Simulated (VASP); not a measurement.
Here is a VASP 6.6.1 calculation.

INCAR

```
ALGO = Normal
EDIFF = 1E-6
ENCUT = 520
ISIF = 2
ISMEAR = 0
LASPH = T
LCHARG = T
LELF = T
LREAL = F
LVHAR = T
LWAVE = F
NBANDS = 16
NELM = 80
PREC = Accurate
SIGMA = 0.05
```

KPOINTS

```
k-points
0
Gamma
  9 9 4
```

The input POSCAR:

```
NaLa
1.0
    3.7244650120      0.0000000000      0.0000000000
   -1.8622325059      3.2254813159      0.0000000000
    0.0000000000      0.0000000000      6.6963227888
La Na
1 1
Direct
    0.3333333333      0.6666666667      0.5000000000
    0.0000000000      0.0000000000      0.0000000000
```

Potentials or basis: VASP PAW LDA potentials, release 64 (La, Na_pv).

The run is started by

```bash
$ cat potpaw_LDA.64/La/POTCAR potpaw_LDA.64/Na_pv/POTCAR > POTCAR
$ mpirun -np 1 vasp_std > vasp.out
```

**Question.** What does it give for the pressure?

**Answer.** -3.2 GPa.

**Question.** What does it give for the band gap on the k mesh?

**Answer.** Zero (bands 9 and 10 overlap by 0.51 eV).

Stress tensor (GPa, compression positive):
```
-3.50  0.00  0.00
 0.00 -3.50  0.00
 0.00  0.00 -2.51
```

Caveat: the cell stands under tension; spin-orbit coupling is left out, which moves the levels of the heavy elements.
